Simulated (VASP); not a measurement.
# Hf3N4 (I-43d) in VASP: notebook

The runs below take Hf3N4 through relaxation of the atoms, with PBE.

Everything below comes from runs of VASP 6.6.1. Logs are shortened: lines on timing, memory, paths and dates and some standing lists are left out, and cuts for length are marked.

### 1 The cell of the first run

Symmetry: I-43d, No. 220, cubic system. Conventional cell: a = 6.564 Å, b = 6.564 Å, c = 6.564 Å, α = 90.00°, β = 90.00°, γ = 90.00°. Within 2.9 Å of Hf (site symmetry -4) lie 8 N at 2.17 to 2.39 Å. N (site symmetry 3) has 6 Hf at 2.17 to 2.39 Å and 5 N at 2.55 to 2.84 Å within 2.9 Å.

### 2 Relaxation of the atoms, PBE (10.10 Å³/atom)

File INCAR:

```
SYSTEM = Hf3N4
ALGO = Normal
EDIFF = 1E-7
EDIFFG = -0.02
ENCUT = 520
GGA = PE
GGA_COMPAT = .False.
IBRION = 2
ISIF = 2
ISMEAR = -1
KPAR = 4
LASPH = .True.
LCHARG = .False.
LREAL = .False.
LWAVE = .False.
NELM = 120
NELMIN = 4
NSW = 80
PREC = Accurate
SIGMA = 0.02
```

File KPOINTS:

```
k-points
0
Gamma
  6 6 6
  0 0 0
```

File POSCAR:

```
Hf3N4
1.0
   -3.2821032572      3.2821032572      3.2821032572
    3.2821032572     -3.2821032572      3.2821032572
    3.2821032572      3.2821032572     -3.2821032572
Hf N
6 8
Direct
    0.2500000000      0.6250000000      0.3750000000
    0.3750000000      0.2500000000      0.6250000000
    0.7500000000      0.8750000000      0.1250000000
    0.1250000000      0.7500000000      0.8750000000
    0.6250000000      0.3750000000      0.2500000000
    0.8750000000      0.1250000000      0.7500000000
    0.1355620488      0.1355620488      0.1355620488
    0.8644379512      0.5000000000      0.0000000000
    0.5000000000      0.0000000000      0.3644379512
    0.0000000000      0.8644379512      0.5000000000
    0.3644379512      0.5000000000      0.0000000000
    0.6355620488      0.6355620488      0.6355620488
    0.0000000000      0.3644379512      0.5000000000
    0.5000000000      0.0000000000      0.8644379512
```

Potentials or basis: VASP PAW PBE potentials, release 64 (Hf_pv, N).

Run with:

```console
$ cat potpaw_PBE.64/Hf_pv/POTCAR potpaw_PBE.64/N/POTCAR > POTCAR
$ mpirun -np 4 vasp_std > vasp.out
```

OUTCAR:

```text
SYSTEM = Hf3N4
   EDIFF = 1E-7
   EDIFFG = -0.02
   ENCUT = 520
   GGA = PE
   IBRION = 2
   ISIF = 2
   ISMEAR = -1
   LASPH = .True.
   LREAL = .False.
   NELM = 120
   NELMIN = 4
   NSW = 80
   PREC = Accurate

 ion  position               nearest neighbor table
   1  0.250  0.625  0.375-   8 2.17  12 2.17  13 2.17   9 2.17   7 2.39  10 2.39  14 2.39  11 2.39
                             6 3.07   6 3.07   2 3.07   2 3.07   4 3.07   4 3.07   5 3.07   5 3.07
   2  0.375  0.250  0.625-   9 2.17  10 2.17  11 2.17  12 2.17   7 2.39   8 2.39  14 2.39  13 2.39
                             6 3.07   3 3.07   5 3.07   6 3.07   3 3.07   1 3.07   5 3.07   1 3.07
   3  0.750  0.875  0.125-   7 2.17  10 2.17  11 2.17  14 2.17  12 2.39  13 2.39   9 2.39   8 2.39
                             5 3.07   2 3.07   6 3.07   5 3.07   2 3.07   4 3.07   6 3.07   4 3.07
   4  0.125  0.750  0.875-   7 2.17   8 2.17  13 2.17  14 2.17  12 2.39   9 2.39  11 2.39  10 2.39
                             5 3.07   5 3.07   3 3.07   1 3.07   1 3.07   6 3.07   3 3.07   6 3.07
   5  0.625  0.375  0.250-  11 2.17  12 2.17  13 2.17  14 2.17   7 2.39   8 2.39   9 2.39  10 2.39
                             4 3.07   3 3.07   2 3.07   3 3.07   4 3.07   1 3.07   2 3.07   1 3.07
   6  0.875  0.125  0.750-   7 2.17   8 2.17   9 2.17  10 2.17  12 2.39  13 2.39  11 2.39  14 2.39
                             1 3.07   2 3.07   3 3.07   2 3.07   1 3.07   3 3.07   4 3.07   4 3.07
   7  0.136  0.136  0.136-   3 2.17   4 2.17   6 2.17   5 2.39   1 2.39   2 2.39
   8  0.864  0.500  0.000-   1 2.17   4 2.17   6 2.17   5 2.39   2 2.39   3 2.39
   9  0.500  0.000  0.364-   2 2.17   6 2.17   1 2.17   4 2.39   3 2.39   5 2.39
  10  0.000  0.864  0.500-   2 2.17   3 2.17   6 2.17   1 2.39   5 2.39   4 2.39
  11  0.364  0.500  0.000-   2 2.17   3 2.17   5 2.17   4 2.39   1 2.39   6 2.39
  12  0.636  0.636  0.636-   1 2.17   2 2.17   5 2.17   6 2.39   3 2.39   4 2.39
  13  0.000  0.364  0.500-   1 2.17   4 2.17   5 2.17   6 2.39   3 2.39   2 2.39
  14  0.500  0.000  0.864-   3 2.17   5 2.17   4 2.17   2 2.39   1 2.39   6 2.39

  LATTYP: Found a body centered cubic cell.
 ALAT       =     6.5642065144

  Lattice vectors:

 A1 = (  -3.2821032572,   3.2821032572,   3.2821032572)
 A2 = (   3.2821032572,  -3.2821032572,   3.2821032572)
 A3 = (   3.2821032572,   3.2821032572,  -3.2821032572)

Analysis of symmetry for initial positions (statically):
=====================================================================
 Subroutine PRICEL returns:
 Original cell was already a primitive cell.

 Routine SETGRP: Setting up the symmetry group for a
 body centered cubic supercell.

 Subroutine GETGRP returns: Found 24 space group operations
 (whereof  3 operations were pure point group operations)
 out of a pool of 48 trial point group operations.

The static configuration has the point symmetry C_3 .
 The point group associated with its full space group is T_d .
[... 124 lines left out ...]
   LNONCOLLINEAR =      F non collinear calculations
   LSORBIT =      F    spin-orbit coupling
   LASPH  =      T    aspherical Exc in radial PAW
   ENCUT  =  520.0 eV  38.22 Ry    6.18 a.u.  10.57 10.57 10.57*2*pi/ulx,y,z
   NELM   =    120;   NELMIN=  4; NELMDL= -5     # of ELM steps
   EDIFF  = 0.1E-06   stopping-criterion for ELM
   LREAL  =      F    real-space projection
   EDIFFG = -.2E-01   stopping-criterion for IOM
   NSW    =     80    number of steps for IOM
   IBRION =      2    ionic relax: 0-MD 1-quasi-New 2-CG
   NFREE  =      1    steps in history (QN), initial steepest desc. (CG)
   ISIF   =      2    stress and relaxation
   ISYM   =      2    0-nonsym 1-usesym 2-fastsym
   POTIM  = 0.5000    time-step for ionic-motion
   TEBEG  =    0.0;   TEEND  =   0.0 temperature during run
   PSTRESS=    0.0 pullay stress
   NELECT =     100.0000    total number of electrons
   NUPDOWN=      -1.0000    fix difference up-down
   EMIN   =  10.00;   EMAX   =-10.00  energy-range for DOS
   EFERMI =   0.00;   METHOD = LEGACY
   ISMEAR =    -1;   SIGMA  =   0.02  broadening in eV -4-tet -1-fermi 0-gaus
   EFERMI_NEDOS =   21; number of points for ismear=-14 and -15
   IALGO  =     38    algorithm
   IMIX   =      4    mixing-type and parameters
     AMIX     =   0.40;   BMIX     =  1.00
     AMIX_MAG =   1.60;   BMIX_MAG =  1.00
  volume/ion in A,a.u.               =      10.10        68.17
  Fermi-wavevector in a.u.,A,eV,Ry     =   1.458487  2.756141 28.942104  2.127185
  Thomas-Fermi vector in A             =   2.575166
   LORBIT       =      0    0 simple, 1 ext, 2 COOP (PROOUT), +10 PAW based schemes
   GGA     = PE    functional components
   LHFCALC =     F    Hartree Fock is set to
   AEXX    =    0.0000 exact exchange contribution
   IVDW    =     0    specifies the selected vdW correction
   LEPSILON=     F    determine dielectric tensor
   LRPA    =     F    only Hartree local field effects (RPA)
 conjugate gradient relaxation of ions
 non-spin polarized calculation
  energy-cutoff  :      520.00
  volume of cell :      141.42
 maximum number of plane-waves:      3832
   NGX = 21   NGY = 21   NGZ = 21

--------------------------------------- Ionic step        1  -------------------------------------------

 number of electron     100.0000000 magnetization

 number of electron      99.9999991 magnetization

 Free energy of the ion-electron system (eV)
  ---------------------------------------------------
  ext. energy  EPLUGINS =         0.00000000
  ---------------------------------------------------
  free energy    TOTEN  =      -148.04693726 eV

  energy without entropy =     -148.04693726  energy(sigma->0) =     -148.04693726

------------------------ aborting loop because EDIFF is reached ----------------------------------------

  FORCE on cell =-STRESS in cart. coord.  units (eV):
  Direction    XX          YY          ZZ          XY          YZ          ZX
  --------------------------------------------------------------------------------------
  -------------------------------------------------------------------------------------
  Total       18.0589255     18.0589255     18.0589255      0.0000000      0.0000000      0.0000000
  in kB      204.5906472    204.5906472    204.5906472      0.0000000      0.0000000      0.0000000
  external PRESSURE =     204.5906472 kB  Pullay stress =       0.0000000 kB
[... 83 lines left out ...]
--------------------------------------- Ionic step        3  -------------------------------------------

 number of electron      99.9999979 magnetization

 Free energy of the ion-electron system (eV)
  ---------------------------------------------------
  ext. energy  EPLUGINS =         0.00000000
  ---------------------------------------------------
  free energy    TOTEN  =      -148.11249665 eV

  energy without entropy =     -148.11249665  energy(sigma->0) =     -148.11249665

 E-fermi :   7.6697     XC(G=0): -13.1158

 val. band max:        7.1726512014   @ k =   0.0000   0.0000   0.0000
 cond. band min:       8.3432422091   @ k =   0.0000   0.0000   0.0000
 fundamental gap:      1.1705910077
 Fermi energy:         7.6697325329

 k-point     1 :       0.0000    0.0000    0.0000
  band No.  band energies     occupation
      1     -23.3377      2.00000
      2     -23.3377      2.00000
      3     -23.3377      2.00000
      4     -23.2347      2.00000
      5     -23.2347      2.00000
      6     -23.2347      2.00000
[... 1038 lines left out ...]
  FREE ENERGIE OF THE ION-ELECTRON SYSTEM (eV)
  ---------------------------------------------------
  free  energy   TOTEN  =      -148.1124966540 eV

  energy  without entropy=     -148.1124966540  energy(sigma->0) =     -148.11249665

 reached required accuracy - stopping structural energy minimisation
```

CONTCAR:

```text
Hf3N4
   1.00000000000000
    -3.2821032572000002    3.2821032572000002    3.2821032572000002
     3.2821032572000002   -3.2821032572000002    3.2821032572000002
     3.2821032572000002    3.2821032572000002   -3.2821032572000002
  Hf              N
     6     8
Direct
     0.2500000000000000    0.6250000000000000    0.3750000000000000
[... 17 lines left out ...]
  0.00000000E+00  0.00000000E+00  0.00000000E+00
  0.00000000E+00  0.00000000E+00  0.00000000E+00
  0.00000000E+00  0.00000000E+00  0.00000000E+00
  0.00000000E+00  0.00000000E+00  0.00000000E+00
  0.00000000E+00  0.00000000E+00  0.00000000E+00
  0.00000000E+00  0.00000000E+00  0.00000000E+00
  0.00000000E+00  0.00000000E+00  0.00000000E+00
  0.00000000E+00  0.00000000E+00  0.00000000E+00
  0.00000000E+00  0.00000000E+00  0.00000000E+00
  0.00000000E+00  0.00000000E+00  0.00000000E+00
  0.00000000E+00  0.00000000E+00  0.00000000E+00
```

Run time: 2.2 min. Hardware: 4 MPI ranks of Intel Xeon Platinum 8488C (Sapphire Rapids), shared host; peak memory 0.31 GiB.

Results:

- Free energy: -148.1125 eV
- Energy gained by relaxing: 4.7 meV/atom
- Ionic steps: 3
- Pressure after relaxing: 18.0 GPa
- Largest force after relaxing: 0.007 eV/Å
- Band gap on the k mesh: 1.17 eV

Forces in eV/Å, atoms in the order of the input:
```
Hf   0.000  0.000  0.000
Hf   0.000  0.000  0.000
Hf   0.000  0.000  0.000
Hf   0.000  0.000  0.000
Hf   0.000  0.000  0.000
Hf   0.000  0.000  0.000
N   -0.004 -0.004 -0.004
N   -0.004  0.004  0.004
N    0.004  0.004 -0.004
N    0.004 -0.004  0.004
N   -0.004  0.004  0.004
N   -0.004 -0.004 -0.004
N    0.004 -0.004  0.004
N    0.004  0.004 -0.004
```

Step by step:
```
step  energy change (eV)  largest force (eV/Å)  pressure (GPa)
   1              0.0000                0.3586           20.46
   2             -0.0403                0.2242           19.46
   3             -0.0656                0.0069           18.02
```

Final structure:
```cif
data_structure
_symmetry_space_group_name_H-M 'P 1'
_symmetry_Int_Tables_number 1
_cell_length_a 5.6848
_cell_length_b 5.6848
_cell_length_c 5.6848
_cell_angle_alpha 109.471
_cell_angle_beta 109.471
_cell_angle_gamma 109.471
_cell_volume 141.42
loop_
_atom_site_label
_atom_site_type_symbol
_atom_site_fract_x
_atom_site_fract_y
_atom_site_fract_z
_atom_site_occupancy
Hf1 Hf 0.25000 0.62500 0.37500 1
Hf2 Hf 0.37500 0.25000 0.62500 1
Hf3 Hf 0.75000 0.87500 0.12500 1
Hf4 Hf 0.12500 0.75000 0.87500 1
Hf5 Hf 0.62500 0.37500 0.25000 1
Hf6 Hf 0.87500 0.12500 0.75000 1
N1 N 0.14368 0.14368 0.14368 1
N2 N 0.85632 0.50000 0.00000 1
N3 N 0.50000 0.00000 0.35632 1
N4 N 0.00000 0.85632 0.50000 1
N5 N 0.35632 0.50000 0.00000 1
N6 N 0.64368 0.64368 0.64368 1
N7 N 0.00000 0.35632 0.50000 1
N8 N 0.50000 0.00000 0.85632 1
```

Caveat: spin-orbit coupling is left out, which moves the levels of the heavy elements. A k mesh can miss the band edges.

[end of part 1 of 2]
